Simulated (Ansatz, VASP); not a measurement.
## One calculation of MgH2, two programs

```
Mg H
1.0
     2.38233   -2.45723    0.00000
     2.38233    2.45723    0.00000
     0.00000    0.00000    4.49303
Mg H
2 4
Direct
  0.65608 0.34392 0.78564
  0.34392 0.65608 0.28564
  0.35729 0.15599 0.10712
  0.64271 0.84401 0.60712
  0.15599 0.35729 0.60712
  0.84401 0.64271 0.10712
```

Alike in both runs: task single point; functional PBE; k mesh 6 × 6 × 4; occupations gaussian, width 0.1 eV; no spin polarisation.

|  | VASP | Ansatz |
| --- | --- | --- |
| version | VASP 6.6.1 | Ansatz 0.2.0 |
| potentials or method | VASP PAW PBE potentials, release 64 (Mg, H), cutoff 520 eV | scalar-relativistic, plane waves, PAW |
| valence electrons in the cell | 8 | 24 |

|  | VASP | Ansatz | Ansatz less VASP |
| --- | --- | --- | --- |
| gap on the k mesh at the Fermi level (eV) | 0.81 | 0.82 | +0.011 |
| least direct gap on the mesh (eV) | 1.55 | 1.56 | +0.011 |
| pressure (GPa) | 10.2 | 10.4 | +0.26 |
| traceless stress, the component that is largest in VASP (GPa) | -4.05 | -4.02 | +0.026 |
| rms of the force components (eV/Å) | 0.358 | 0.357 | -0.0003 |

Atom by atom the forces differ by 0.001 eV/Å (rms over components). With one functional, cell and mesh, what is left measures potentials, basis and numerics. VASP's potentials hold 8 valence electrons a cell and Ansatz's 24, so a difference there can come from the potentials and not from the codes.
